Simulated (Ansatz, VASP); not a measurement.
## Sb in VASP and in Ansatz

Contents of POSCAR:

```
Sb
1.0
    2.7605142686      0.0000000000      0.0000000000
    0.0000000000      2.7605142686      0.0000000000
    0.0000000000      0.0000000000      4.1407714029
Sb
1
Direct
    0.0000000000      0.0000000000      0.0000000000
```

Contents of INCAR.step1:

```
SYSTEM = Sb
  PREC = Accurate
  ENCUT = 520
  ISMEAR = 0
  SIGMA = 0.15
  LREAL = .FALSE.
  LASPH = .TRUE.
  NELM = 60
  NBANDS = 8
  GGA = PE
  ALGO = Normal
  EDIFF = 1E-4
  LWAVE = .TRUE.
  LCHARG = .FALSE.
```

File INCAR.step2:

```
SYSTEM = Sb
  PREC = Accurate
  ENCUT = 520
  EDIFF = 1E-6
  ISMEAR = 0
  SIGMA = 0.15
  LREAL = .FALSE.
  LASPH = .TRUE.
  NELM = 60
  ALGO = Normal
  ISIF = 2
  LWAVE = .FALSE.
  LCHARG = .FALSE.
  METAGGA = R2SCAN
  LMIXTAU = .TRUE.
  NBANDS = 8
  ISTART = 1
```

File KPOINTS:

```
Automatic mesh
0
G
  16 16 16
  0 0 0
```

Input for Ansatz:

```yaml
crystal:
  lattice:
    - [2.7605142686, 0.0, 0.0]
    - [0.0, 2.7605142686, 0.0]
    - [0.0, 0.0, 4.1407714029]
  atoms:
    - { symbol: Sb, position: [0.0, 0.0, 0.0] }
basis:
  ecutwfc: 500
kpoints:
  mp_grid: { grid: [16, 16, 16] }
hamiltonian:
  xc: r2scan
scf:
  occupations: { method: gaussian, width: 0.15 }
output:
  forces: true
  stress: true
  eigenvalues: true
```

Alike in both runs: task single point; functional r2SCAN; k mesh 16 × 16 × 16; occupations gaussian, width 0.15 eV; no spin polarisation.

|  | VASP | Ansatz |
| --- | --- | --- |
| version | VASP 6.6.1 | Ansatz 0.2.0 |
| potentials or method | VASP PAW PBE potentials, release 64 (Sb), cutoff 520 eV | scalar-relativistic, plane waves, PAW |
| valence electrons in the cell | 5 | 15 |

|  | VASP | Ansatz | Ansatz less VASP |
| --- | --- | --- | --- |
| gap on the k mesh at the Fermi level (eV) | none | none | - |
| pressure (GPa) | 11.3 | 11.0 | -0.29 |
| traceless stress, the component that is largest in VASP (GPa) | -14.36 | -14.07 | +0.283 |

VASP's potentials were made for PBE, not for r2SCAN. A gap of «none» marks a metal or a gap that the smearing closes. VASP's potentials hold 5 valence electrons a cell and Ansatz's 15, so a difference there can come from the potentials and not from the codes.

Spin-orbit coupling is off throughout.
